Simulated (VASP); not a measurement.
InP (m.bgw), 2 atoms in the cell. It takes space group F-43m (No. 216, cubic). Conventional cell: a = 5.879 Å, b = 5.879 Å, c = 5.879 Å, α = 90.00°, β = 90.00°, γ = 90.00°. In (site symmetry -43m) has 4 P at 2.55 Å within 3.4 Å. P (site symmetry -43m) has 4 In at 2.55 Å within 3.4 Å. 

| Property | Result |
| --- | --- |
| Program | VASP 6.6.1 |
| Task | single point |
| Functional | PBEsol |
| Potentials or basis | VASP PAW PBE potentials, release 64 (In_d, P) |
| Cutoff | 500 eV |
| k mesh | 4 × 4 × 4 |
| Occupations | gaussian, width 0.01 eV |
| Spin | no spin polarisation |
| Dipole correction | no |
| Further INCAR settings | ALGO = Normal; EDIFF = 1e-06; NBANDS = 16 |

Potentials or basis: VASP PAW PBE potentials, release 64 (In_d, P).

Launch:

```console
$ cat potpaw_PBE.64/In_d/POTCAR potpaw_PBE.64/P/POTCAR > POTCAR
$ mpirun -np 1 vasp_std > vasp.out
```

Hardware: 1 thread of Intel(R) Xeon(R) Platinum 8559C (Emerald Rapids), with other jobs on the host.

How long does it take, and how much memory?

It took 4.8 s on 1 thread of Intel(R) Xeon(R) Platinum 8559C (Emerald Rapids), on a shared host, peak memory 0.16 GiB. Counts: scf iterations 12, k points 8.
